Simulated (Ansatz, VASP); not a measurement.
# Two plane-wave programs on BaTiO3

```
Ba Ti O
1.0
     4.00822    0.00000    0.00000
     0.00000    2.87328    2.88592
     0.00000   -2.87328    2.88592
Ba Ti O
1 1 3
Cartesian
  0.0000 0.0000 0.0466
  2.0041 0.0000 2.9997
  0.0000 0.0000 2.8376
  2.0041 -1.4056 4.2619
  2.0041 1.4056 4.2619
```

Alike in both runs: functional PBE; k mesh 8 × 8 × 8; occupations gaussian, width 0.02 eV; no spin polarisation; Hubbard terms Ti d U = 4.0 eV.

Ansatz relaxed the structure, and its values are those at the end. VASP's run is a single point on that final structure, the one shown.

|  | VASP | Ansatz |
| --- | --- | --- |
| version | VASP 6.6.1 | Ansatz 0.2.0 |
| potentials or method | VASP PAW PBE potentials, release 64 (Ba_sv, Ti_sv, O), cutoff 520 eV | scalar-relativistic, plane waves, PAW |
| valence electrons in the cell | 40 | 40 |

```tsv
	VASP	Ansatz	Ansatz less VASP
gap on the k mesh at the Fermi level (eV)	2.49	2.52	+0.025
least direct gap on the mesh (eV)	2.92	2.93	+0.012
pressure (GPa)	3.5	0.0	-3.48
rms of the force components (eV/Å)	0.220	0.002	-0.2179
```

The programs project onto different local orbitals, so the same U acts differently, and such runs can settle in different states.

Spin-orbit coupling is off throughout.
